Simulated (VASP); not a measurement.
# AlSi48H25C3 in VASP: a series of runs

The runs below take AlSi48H25C3 through single point, with RPBE, PBE+D3(BJ).

All numbers are computed with VASP 6.6.1; they aren't measurements. Logs are shortened: lines on timing, memory, paths and dates and some standing lists are left out, and cuts for length are marked.

## (1) The cell of the first run

The cell holds a slab with vacuum, 77 atoms: a = 10.862 Å, b = 10.862 Å, c = 23.428 Å, α = 90.00°, β = 90.00°, γ = 90.00°.

## (2) Single point, RPBE

INCAR

```
ALGO = Normal
EDIFF = 1E-6
ENCUT = 520
GGA = RP
GGA_COMPAT = F
ISIF = 2
ISMEAR = 0
LASPH = T
LCHARG = T
LELF = T
LREAL = Auto
LVHAR = T
LWAVE = F
NBANDS = 160
NELM = 120
NELMDL = -8
PREC = Accurate
SIGMA = 0.03
```

KPOINTS

```
k-points
0
Gamma
  1 1 1
```

POSCAR

```
AlSi48H25C3
1.0
    7.6805938572      7.6805938572      0.0000000000
   -7.6805938572      7.6805938572      0.0000000000
    0.0000000000      0.0000000000     23.4276500000
Si H Al C
48 25 1 3
Direct
    0.6929969500      0.3027671400      0.4075218400
    0.8173491700      0.6788254100      0.4105990500
    0.0630257400      0.9413926600      0.4074858900
    0.3035638700      0.1957646100      0.4321084200
    0.9668895500      0.5362963900      0.4395101700
    0.2120104000      0.7883394200      0.4267826800
    0.4578619100      0.0324966500      0.4439787400
    0.5464832500      0.4493030000      0.4274019100
    0.8784194400      0.3883205300      0.3769950900
    0.8772380200      0.8700452300      0.3742837400
    0.1383418000      0.1264789100      0.3746611100
    0.3797531300      0.3639937700      0.3778066900
    0.1150844000      0.6258172200      0.3772004000
    0.3733177900      0.8900955200      0.3774627200
    0.6051081900      0.1176000500      0.3797270900
    0.6247511100      0.6160431600      0.3767842100
    0.0004956600      0.2512032700      0.3228496900
    0.0058752800      0.7467496100      0.3119162500
    0.2531961000     -0.0017767000      0.3120953400
    0.4990433200      0.2485349400      0.3147530300
    0.2503749600      0.4978371900      0.3251390400
    0.4982440700      0.7528888900      0.3244521700
    0.7445586100      0.0020266600      0.3231100200
    0.7516387200      0.4998635900      0.3133038100
    0.8730745700      0.1259227700      0.2644674300
    0.8763130100      0.6250764500      0.2566577400
    0.1258930100      0.8763460600      0.2564029900
    0.3761554900      0.1252443000      0.2564757800
    0.1264502300      0.3750221300      0.2637425300
    0.3743313500      0.6250551900      0.2653057500
    0.6249292100      0.8734094300      0.2636062000
    0.6224805100      0.3753220500      0.2585952800
    0.7502776900      0.2496532800      0.2030904500
    0.7485002300      0.7515996600      0.2022977500
   -0.0032330100      0.0030346000      0.2028139400
    0.2486278800      0.2518473000      0.2022838700
    0.0031232600      0.4975505600      0.2022654500
    0.2524007200      0.7476012500      0.2026281700
    0.5022162300     -0.0029349800      0.2021859900
    0.4970608800      0.5025965500      0.2032030200
    0.8750000000      0.3750000000      0.1455075500
    0.8750000000      0.8750000000      0.1455075500
    0.1250000000      0.1250000000      0.1455075500
    0.3750000000      0.3750000000      0.1455075500
    0.1250000000      0.6250000000      0.1455075500
    0.3750000000      0.8750000000      0.1455075500
    0.6250000000      0.1250000000      0.1455075500
    0.6250000000      0.6250000000      0.1455075500
    0.9516281900      0.2983718100      0.1067115100
    0.7983718100      0.4516281900      0.1067115100
    0.9516281900      0.7983718100      0.1067115100
    0.7983718100      0.9516281900      0.1067115100
    0.2016281900      0.0483718100      0.1067115100
    0.0483718100      0.2016281900      0.1067115100
    0.4516281900      0.2983718100      0.1067115100
    0.2983718100      0.4516281900      0.1067115100
    0.2016281900      0.5483718100      0.1067115100
    0.0483718100      0.7016281900      0.1067115100
    0.4516281900      0.7983718100      0.1067115100
    0.2983718100      0.9516281900      0.1067115100
    0.7016281900      0.0483718100      0.1067115100
    0.5483718100      0.2016281900      0.1067115100
    0.7016281900      0.5483718100      0.1067115100
    0.5483718100      0.7016281900      0.1067115100
    0.2569721100      0.5392170500      0.5529185700
    0.3966204000      0.5681498000      0.5169438600
    0.3819816400      0.6066971200      0.5905773200
    0.2480860000      0.8788368700      0.6256360700
    0.1388776800      0.9379583800      0.5758839600
    0.2958445300      0.9798260500      0.5700435000
    0.3140109100      0.2928334200      0.5286321300
    0.1679141600      0.3202926900      0.4962831200
    0.2009552500      0.1740283000      0.5276427200
    0.2658793100      0.7663032500      0.5283125800
    0.3334296400      0.6055280700      0.5494506400
    0.2334235400      0.9032074000      0.5806113000
    0.2401162900      0.2508676500      0.5032285900
```

Potentials or basis: VASP PAW PBE potentials, release 64 (Si, H, Al, C).

Run with:

```sh
> cat potpaw_PBE.64/Si/POTCAR potpaw_PBE.64/H/POTCAR potpaw_PBE.64/Al/POTCAR potpaw_PBE.64/C/POTCAR > POTCAR
> mpirun -np 1 vasp_gam > vasp.out
```

OUTCAR:

```text
EDIFF = 1E-6
   ENCUT = 520
   GGA = RP
   ISIF = 2
   ISMEAR = 0
   LASPH = T
   LREAL = Auto
   NELM = 120
   NELMDL = -8
   PREC = Accurate

 ion  position               nearest neighbor table
   1  0.693  0.303  0.408-   8 2.30  15 2.32   9 2.33  20 3.08  24 3.14
   2  0.817  0.679  0.411-  10 2.34  16 2.34   5 2.34  24 3.08
   3  0.063  0.941  0.407-  10 2.30  11 2.30   6 2.36  19 3.11  18 3.14
   4  0.304  0.196  0.432-  77 1.90  11 2.37  12 2.38   7 2.46
   5  0.967  0.536  0.440-   2 2.34   9 2.38  13 2.38
   6  0.212  0.788  0.427-  13 2.36   3 2.36  14 2.37  74 2.46
   7  0.458  0.032  0.444-  14 2.38  15 2.38   4 2.46
   8  0.546  0.449  0.427-   1 2.30  16 2.33  12 2.34
   9  0.878  0.388  0.377-   1 2.33  17 2.36  24 2.36   5 2.38
  10  0.877  0.870  0.374-   3 2.30   2 2.34  23 2.36  18 2.43
  11  0.138  0.126  0.375-   3 2.30  17 2.36   4 2.37  19 2.38
  12  0.380  0.364  0.378-  20 2.33   8 2.34  21 2.37   4 2.38
  13  0.115  0.626  0.377-  18 2.34   6 2.36  21 2.36   5 2.38
  14  0.373  0.890  0.377-  19 2.33  22 2.37   6 2.37   7 2.38
  15  0.605  0.118  0.380-   1 2.32  23 2.37  20 2.38   7 2.38
  16  0.625  0.616  0.377-   8 2.33   2 2.34  22 2.37  24 2.39
  17  0.000  0.251  0.323-  11 2.36   9 2.36  29 2.37  25 2.37
  18  0.006  0.747  0.312-  27 2.32  26 2.32  13 2.34  10 2.43   3 3.14
  19  0.253  0.998  0.312-  27 2.32  28 2.32  14 2.33  11 2.38   3 3.11
  20  0.499  0.249  0.315-  32 2.33  12 2.33  28 2.33  15 2.38   1 3.08
  21  0.250  0.498  0.325-  13 2.36  12 2.37  29 2.38  30 2.38
  22  0.498  0.753  0.324-  16 2.37  14 2.37  31 2.37  30 2.38
  23  0.745  0.002  0.323-  10 2.36  31 2.36  15 2.37  25 2.38
  24  0.752  0.500  0.313-  32 2.33  26 2.33   9 2.36  16 2.39   2 3.08   1 3.14
  25  0.873  0.126  0.264-  17 2.37  23 2.38  33 2.38  35 2.38
  26  0.876  0.625  0.257-  18 2.32  34 2.33  37 2.33  24 2.33
  27  0.126  0.876  0.256-  19 2.32  18 2.32  38 2.33  35 2.33
  28  0.376  0.125  0.256-  19 2.32  36 2.33  39 2.33  20 2.33
  29  0.126  0.375  0.264-  17 2.37  36 2.37  37 2.37  21 2.38
  30  0.374  0.625  0.265-  22 2.38  40 2.38  38 2.38  21 2.38
[... 41 lines left out ...]
  72  0.168  0.320  0.496-  77 1.10
  73  0.201  0.174  0.528-  77 1.10
  74  0.266  0.766  0.528-  75 1.96  76 1.96   6 2.46
  75  0.333  0.606  0.549-  67 1.10  65 1.10  66 1.10  74 1.96
  76  0.233  0.903  0.581-  68 1.10  69 1.10  70 1.10  74 1.96
  77  0.240  0.251  0.503-  73 1.10  71 1.10  72 1.10   4 1.90

  LATTYP: Found a simple tetragonal cell.
 ALAT       =    10.8619999999
 C/A-ratio  =     2.1568449641

  Lattice vectors:

 A1 = (   7.6805938572,   7.6805938572,   0.0000000000)
 A2 = (  -7.6805938572,   7.6805938572,   0.0000000000)
 A3 = (   0.0000000000,   0.0000000000,  23.4276500000)

Analysis of symmetry for initial positions (statically):
=====================================================================
 Subroutine PRICEL returns:
 Original cell was already a primitive cell.

 Routine SETGRP: Setting up the symmetry group for a
 simple tetragonal supercell.

 Subroutine GETGRP returns: Found  1 space group operations
 (whereof  1 operations were pure point group operations)
 out of a pool of 16 trial point group operations.

The static configuration has the point symmetry C_1 .

Analysis of symmetry for dynamics (positions and initial velocities):
=====================================================================
 Subroutine PRICEL returns:
 Original cell was already a primitive cell.

 Routine SETGRP: Setting up the symmetry group for a
 simple tetragonal supercell.

 Subroutine GETGRP returns: Found  1 space group operations
 (whereof  1 operations were pure point group operations)
 out of a pool of 16 trial point group operations.

The dynamic configuration has the point symmetry C_1 .

 Subroutine INISYM returns: Found  1 space group operations
[... 190 lines left out ...]

  Length of vectors
     0.092064077  0.092064077  0.042684606

  Shift w.r.t. Gamma in fractional coordinates (k-lattice)
     0.000000000  0.000000000  0.000000000

 Subroutine IBZKPT returns following result:
 ===========================================

 Found      1 irreducible k-points:

 Following reciprocal coordinates:
            Coordinates               Weight
  0.000000  0.000000  0.000000      1.000000
   k-points           NKPTS =      1   k-points in BZ     NKDIM =      1   number of bands    NBANDS=    160
   number of dos      NEDOS =    301   number of ions     NIONS =     77
   total plane-waves  NPLWV = ******
   dimension x,y,z NGX =    84 NGY =   84 NGZ =  180
   dimension x,y,z NGXF=   168 NGYF=  168 NGZF=  360
   ions per type =              48  25   1   3
   NGX,Y,Z   is equivalent  to a cutoff of  12.86, 12.86, 12.77 a.u.
   NGXF,Y,Z  is equivalent  to a cutoff of  25.71, 25.71, 25.55 a.u.
 SYSTEM =  unknown system
   PREC   = accura    normal or accurate (medium, high low for compatibility)
   ISTART =      0    job   : 0-new  1-cont  2-samecut
   ICHARG =      2    charge: 1-file 2-atom 10-const
   ISPIN  =      1    spin polarized calculation?
   LNONCOLLINEAR =      F non collinear calculations
   LSORBIT =      F    spin-orbit coupling
   LASPH  =      T    aspherical Exc in radial PAW
   ENCUT  =  520.0 eV  38.22 Ry    6.18 a.u.  20.20 20.20 43.56*2*pi/ulx,y,z
   NELM   =    120;   NELMIN=  2; NELMDL= -8     # of ELM steps
   EDIFF  = 0.1E-05   stopping-criterion for ELM
   LREAL  =      T    real-space projection
   EDIFFG = 0.1E-04   stopping-criterion for IOM
   NSW    =      0    number of steps for IOM
   IBRION =     -1    ionic relax: 0-MD 1-quasi-New 2-CG
   NFREE  =      0    steps in history (QN), initial steepest desc. (CG)
   ISIF   =      2    stress and relaxation
   ISYM   =      2    0-nonsym 1-usesym 2-fastsym
   POTIM  = 0.5000    time-step for ionic-motion
   TEBEG  =    0.0;   TEEND  =   0.0 temperature during run
   PSTRESS=    0.0 pullay stress
   NELECT =     232.0000    total number of electrons
   NUPDOWN=      -1.0000    fix difference up-down
   EMIN   =  10.00;   EMAX   =-10.00  energy-range for DOS
   EFERMI =   0.00;   METHOD = LEGACY
   ISMEAR =     0;   SIGMA  =   0.03  broadening in eV -4-tet -1-fermi 0-gaus
   EFERMI_NEDOS =   21; number of points for ismear=-14 and -15
   IALGO  =     38    algorithm
   IMIX   =      4    mixing-type and parameters
     AMIX     =   0.40;   BMIX     =  1.00
     AMIX_MAG =   1.60;   BMIX_MAG =  1.00
  volume/ion in A,a.u.               =      35.90       242.24
  Fermi-wavevector in a.u.,A,eV,Ry     =   0.716784  1.354525  6.990384  0.513779
  Thomas-Fermi vector in A             =   1.805294
   LORBIT       =      0    0 simple, 1 ext, 2 COOP (PROOUT), +10 PAW based schemes
   GGA     = RP    functional components
   LHFCALC =     F    Hartree Fock is set to
   AEXX    =    0.0000 exact exchange contribution
   IVDW    =     0    specifies the selected vdW correction
   LEPSILON=     F    determine dielectric tensor
   LRPA    =     F    only Hartree local field effects (RPA)
 non-spin polarized calculation
 Gauss-broadening in eV      SIGMA  =   0.03
  energy-cutoff  :      520.00
  volume of cell :     2764.07
 maximum number of plane-waves:     37192
 NGX is ok and might be reduce to    84
   NGX = 41   NGY = 41   NGZ = 87

 number of electron     231.9999996 magnetization

 Free energy of the ion-electron system (eV)
  ---------------------------------------------------
  ext. energy  EPLUGINS =         0.00000000
  ---------------------------------------------------
  free energy    TOTEN  =      -353.42285086 eV

  energy without entropy =     -353.42285086  energy(sigma->0) =     -353.42285086

 E-fermi :  -0.5665     XC(G=0):  -4.4013

 val. band max:       -0.7183899841   @ k =   0.0000   0.0000   0.0000
 cond. band min:      -0.1891539492   @ k =   0.0000   0.0000   0.0000
 fundamental gap:      0.5292360348
 Fermi energy:        -0.5665020223

 k-point     1 :       0.0000    0.0000    0.0000
  band No.  band energies     occupation
      1     -13.3941      2.00000
      2     -12.9570      2.00000
      3     -12.7389      2.00000
      4     -12.3186      2.00000
      5     -11.5117      2.00000
      6     -11.4886      2.00000
[... 120 lines left out ...]
    127       1.3685      0.00000
    128       1.3924      0.00000
 [bands above 128 left out]

------------------------ aborting loop because EDIFF is reached ----------------------------------------

  FORCE on cell =-STRESS in cart. coord.  units (eV):
  Direction    XX          YY          ZZ          XY          YZ          ZX
  --------------------------------------------------------------------------------------
  -------------------------------------------------------------------------------------
  Total       39.8338661     28.5428710     14.8480032     -0.2567561      0.1009684     -0.0877553
  in kB       23.0895100     16.5447387      8.6065741     -0.1488274      0.0585259     -0.0508669
  external PRESSURE =      16.0802743 kB  Pullay stress =       0.0000000 kB

 VOLUME and BASIS-vectors are now :
 -----------------------------------------------------------------------------
  energy-cutoff  :      520.00
  volume of cell :     2764.07
      direct lattice vectors                 reciprocal lattice vectors
     7.680593857  7.680593857  0.000000000     0.065099133  0.065099133  0.000000000
    -7.680593857  7.680593857  0.000000000    -0.065099133  0.065099133  0.000000000
     0.000000000  0.000000000 23.427650000     0.000000000  0.000000000  0.042684606

 POSITION                                       TOTAL-FORCE (eV/Angst)
 -----------------------------------------------------------------------------------
      2.99720      7.64806      9.54728        -0.074417     -0.004980     -0.040131
      1.06394     11.49151      9.61937         0.090085     -0.029838     -0.058145
     -6.74638      7.71453      9.54644         0.100730     -0.018811     -0.053033
      0.82796      3.83514     10.12328         0.055981      0.007786      0.011723
      3.30721     11.54536     10.29669        -0.043955     -0.029111      0.178825
     -4.42655      7.68328      9.99852        -0.075046      0.002375      0.062499
[... 69 lines left out ...]
     -5.14434      8.73000     13.60236        -0.031966      0.038783      0.086692
     -0.08258      3.77105     11.78946        -0.074976     -0.016430      0.140159
 -----------------------------------------------------------------------------------
    total drift:                                0.006073     -0.014464      0.021868

  FREE ENERGIE OF THE ION-ELECTRON SYSTEM (eV)
  ---------------------------------------------------
  free  energy   TOTEN  =      -353.4228508572 eV

  energy  without entropy=     -353.4228508572  energy(sigma->0) =     -353.42285086
```

Wall time 50 min (1 thread of AMD EPYC 7R13, shared host); peak memory 2 GiB.

Results:

```yaml
Free_energy: -353.4229 eV
Largest_force: 0.462 eV/Å
```

Forces in eV/Å, atoms in the order of the input:
```
Si  -0.074 -0.005 -0.040
Si   0.090 -0.030 -0.058
Si   0.101 -0.019 -0.053
Si   0.056  0.008  0.012
Si  -0.044 -0.029  0.179
Si  -0.075  0.002  0.062
Si   0.056  0.047  0.138
Si   0.048  0.026  0.133
Si  -0.033 -0.022  0.128
Si   0.006 -0.015  0.125
Si  -0.010 -0.038  0.073
Si   0.013  0.017  0.069
Si  -0.035 -0.026  0.093
Si   0.016  0.002  0.090
Si   0.019  0.030  0.110
Si   0.024  0.047  0.114
Si   0.001 -0.008  0.037
Si  -0.065 -0.001  0.168
Si  -0.046 -0.059  0.109
Si   0.038  0.070  0.117
Si   0.006 -0.001  0.014
Si   0.006 -0.001  0.027
Si   0.000  0.003  0.051
Si  -0.003  0.014  0.193
Si  -0.001  0.001 -0.011
Si  -0.008  0.001 -0.033
Si  -0.004  0.003 -0.032
Si   0.007  0.006 -0.042
Si   0.006  0.003 -0.017
Si  -0.003  0.003 -0.013
Si  -0.005 -0.001 -0.012
Si   0.002 -0.002 -0.028
Si   0.014  0.002 -0.052
Si  -0.010 -0.002 -0.048
Si  -0.015 -0.002 -0.052
Si  -0.016  0.000 -0.050
Si   0.011  0.001 -0.050
Si   0.015 -0.002 -0.049
Si   0.014  0.000 -0.050
Si  -0.011 -0.001 -0.054
Si   0.239 -0.021 -0.204
Si  -0.285  0.012 -0.264
Si  -0.299  0.005 -0.230
Si  -0.280  0.057 -0.262
Si   0.299  0.051 -0.312
Si   0.324 -0.052 -0.325
Si   0.249  0.011 -0.225
Si  -0.238 -0.072 -0.203
H   -0.326 -0.028 -0.030
H    0.310  0.012  0.042
H   -0.307  0.022  0.054
H    0.319 -0.003 -0.037
H   -0.308 -0.031  0.053
H    0.329  0.001 -0.042
H   -0.310  0.023  0.042
H    0.355  0.001 -0.040
H   -0.356  0.020 -0.048
H    0.312  0.002  0.041
H   -0.349 -0.019 -0.057
H    0.311 -0.006  0.042
H   -0.321  0.034 -0.043
H    0.311 -0.014  0.041
H   -0.308 -0.020  0.046
H    0.336  0.009 -0.021
H   -0.004 -0.042  0.041
H    0.007  0.009  0.041
H    0.038  0.027  0.076
H    0.010 -0.005  0.064
H   -0.077 -0.026  0.020
H   -0.006  0.020  0.041
H    0.008  0.017  0.051
H   -0.018 -0.007  0.038
H   -0.018 -0.015  0.038
Al  -0.009 -0.017  0.040
C    0.079 -0.003  0.009
C   -0.032  0.039  0.087
C   -0.075 -0.016  0.140
```

Levels at points of the mesh, in eV from the Fermi level:
| k point | band 112 | band 113 | band 114 | band 115 | band 116 | band 117 | band 118 | band 119 | band 120 | band 121 |
| --- | --- | --- | --- | --- | --- | --- | --- | --- | --- | --- |
| (0.00, 0.00, 0.00) | -0.78 | -0.60 | -0.55 | -0.25 | -0.15 | 0.38 | 0.47 | 0.97 | 0.99 | 1.03 |

Caveat: the k points lie up to 0.58 Å⁻¹ apart; the PAW data sets were made with another functional, which shifts forces and pressure a little.

## (3) Single point, PBE+D3(BJ)

INCAR

```
PREC     = Accurate       # precision mode
ENCUT    = 520            # plane-wave cutoff, eV
EDIFF    = 1E-6           # SCF threshold, eV
ISMEAR   = 0              # smearing method
SIGMA    = 0.03           # smearing width, eV
LREAL    = Auto         
LASPH    = True           # aspherical terms in the spheres
NELM     = 120            # most SCF steps
ALGO     = Normal         # electronic algorithm
ISIF     = 2              # what is computed and relaxed
LWAVE    = False          # write WAVECAR
LCHARG   = False          # write CHGCAR
GGA      = PE             # functional
IVDW     = 12             # dispersion correction
NBANDS   = 160            # bands
GGA_COMPAT= False        
NELMDL   = -8
```

KPOINTS

```
Automatic mesh
0
Gamma
  1 1 1
```

POSCAR is that of step 2.

Potentials or basis: VASP PAW PBE potentials, release 64 (Si, H, Al, C).

Run with:

```sh
> cat potpaw_PBE.64/Si/POTCAR potpaw_PBE.64/H/POTCAR potpaw_PBE.64/Al/POTCAR potpaw_PBE.64/C/POTCAR > POTCAR
> mpirun -np 1 vasp_gam > vasp.out
```

It took 47 min on 1 thread of AMD EPYC 7R13, shared host; peak memory 2 GiB.

It converged, with:

```yaml
Free_energy: -378.3025 eV
Largest_force: 0.356 eV/Å
Dispersion_energy_per_atom: -0.172 eV
```

Forces in eV/Å, atoms in the order of the input:
```
Si   0.008  0.001 -0.010
Si  -0.013 -0.006 -0.012
Si   0.001 -0.008 -0.002
Si   0.000  0.005 -0.008
Si   0.007  0.003 -0.002
Si  -0.008  0.008 -0.001
Si  -0.004 -0.004 -0.016
Si  -0.010 -0.001 -0.005
Si  -0.004 -0.007 -0.001
Si   0.008  0.001 -0.003
Si   0.006  0.004 -0.006
Si   0.009 -0.007  0.002
Si  -0.005 -0.003  0.004
Si   0.008  0.003  0.006
Si   0.002 -0.002  0.000
Si   0.006  0.006  0.001
Si   0.003  0.002  0.003
Si  -0.002 -0.008  0.002
Si  -0.008  0.004  0.001
Si  -0.003 -0.002 -0.001
Si   0.003 -0.002 -0.002
Si  -0.001 -0.003  0.000
Si   0.000 -0.004  0.004
Si   0.005  0.004  0.006
Si  -0.003  0.002 -0.001
Si  -0.003  0.004 -0.001
Si   0.003  0.003 -0.001
Si   0.006  0.003  0.000
Si   0.006 -0.001 -0.006
Si  -0.003  0.005 -0.001
Si  -0.003  0.002 -0.002
Si  -0.002 -0.002  0.001
Si   0.000  0.001 -0.001
Si   0.003 -0.002  0.004
Si   0.000 -0.003 -0.001
Si  -0.002  0.002  0.001
Si  -0.002  0.002  0.001
Si  -0.002 -0.001 -0.001
Si   0.000 -0.001 -0.001
Si   0.002 -0.003 -0.002
Si   0.238 -0.019 -0.019
Si  -0.284  0.010 -0.078
Si  -0.299  0.007 -0.044
Si  -0.279  0.054 -0.077
Si   0.298  0.049 -0.125
Si   0.324 -0.051 -0.138
Si   0.249  0.009 -0.040
Si  -0.236 -0.068 -0.018
H   -0.273 -0.028  0.004
H    0.257  0.012  0.076
H   -0.254  0.022  0.088
H    0.267 -0.004 -0.002
H   -0.255 -0.031  0.087
H    0.277  0.002 -0.007
H   -0.257  0.023  0.076
H    0.303  0.001 -0.005
H   -0.304  0.020 -0.012
H    0.260  0.002  0.075
H   -0.298 -0.019 -0.022
H    0.259 -0.005  0.076
H   -0.269  0.034 -0.009
H    0.258 -0.015  0.075
H   -0.256 -0.020  0.080
H    0.283  0.009  0.014
H   -0.006 -0.028  0.005
H    0.011  0.007 -0.006
H    0.010  0.017  0.026
H    0.010 -0.005  0.008
H   -0.036 -0.012 -0.010
H   -0.004  0.013 -0.003
H    0.006  0.020  0.011
H   -0.024  0.001 -0.003
H    0.007 -0.019  0.010
Al  -0.002 -0.005  0.003
C   -0.011  0.020 -0.035
C    0.023 -0.004 -0.003
C    0.000  0.002 -0.010
```

Levels at points of the mesh, in eV from the Fermi level:
```csv
k point,band 113,band 114,band 115,band 116,band 117,band 118,band 119,band 120
"(0.00, 0.00, 0.00)",-0.60,-0.54,-0.27,-0.16,0.36,0.46,0.93,0.97
```

Caveat: the k points lie up to 0.58 Å⁻¹ apart.
